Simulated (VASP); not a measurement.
Wanted: the native input for a VASP 6.6.1 run.

```yaml
Task: single point
Functional: PBEsol
Potentials_or_basis: VASP PAW PBE potentials, release 64 (Sn_d, O)
Cutoff: 520 eV
k_mesh: 8 × 8 × 8
Occupations: methfessel-paxton, width 0.05 eV
Spin: no spin polarisation
Dipole_correction: no
Further_INCAR_settings: ALGO = Normal; EDIFF = 1e-07; NBANDS = 20
```

The structure of SnO2 lies in POSCAR:

```
SnO2
1.0
    1.5840818393      0.9145699991      4.7025942164
   -1.5840818393      0.9145699991      4.7025942164
    0.0000000000     -1.8291399982      4.7025942164
Sn O
1 2
Direct
    0.5000000000      0.5000000000      0.5000000000
    0.2371700000      0.2371700000      0.2371700000
    0.7628300000      0.7628300000      0.7628300000
```

The input as run:

INCAR

```
PREC     = Accurate       # precision mode
ENCUT    = 520            # plane-wave cutoff, eV
EDIFF    = 1E-7           # SCF threshold, eV
ISMEAR   = 1              # smearing method
SIGMA    = 0.05           # smearing width, eV
LREAL    = False          # projectors in reciprocal space
LASPH    = True           # aspherical terms in the spheres
NELM     = 100            # most SCF steps
ALGO     = Normal         # electronic algorithm
ISIF     = 2              # what is computed and relaxed
LWAVE    = False          # write WAVECAR
LCHARG   = False          # write CHGCAR
GGA      = PS             # functional
NBANDS   = 20             # bands
```

KPOINTS

```
Automatic mesh
0
Gamma
  8 8 8
```

Potentials or basis: VASP PAW PBE potentials, release 64 (Sn_d, O).

Run with:

```sh
$ cat potpaw_PBE.64/Sn_d/POTCAR potpaw_PBE.64/O/POTCAR > POTCAR
$ mpirun -np 1 vasp_std > vasp.out
```

It gave:

| Item | Value |
| --- | --- |
| Pressure | 5.0 GPa |
| Largest force | 0.353 eV/Å |
| Band gap on the k mesh | 2.26 eV (least direct gap 2.44 eV) |

Caveat: the cell stands under pressure; the PAW data sets were made with another functional, which shifts forces and pressure a little; spin-orbit coupling is left out, which moves the levels of the heavy elements.

It took 2.4 min on 1 thread of Intel Xeon 8259CL, with other jobs on the host, peak memory 0.26 GiB.
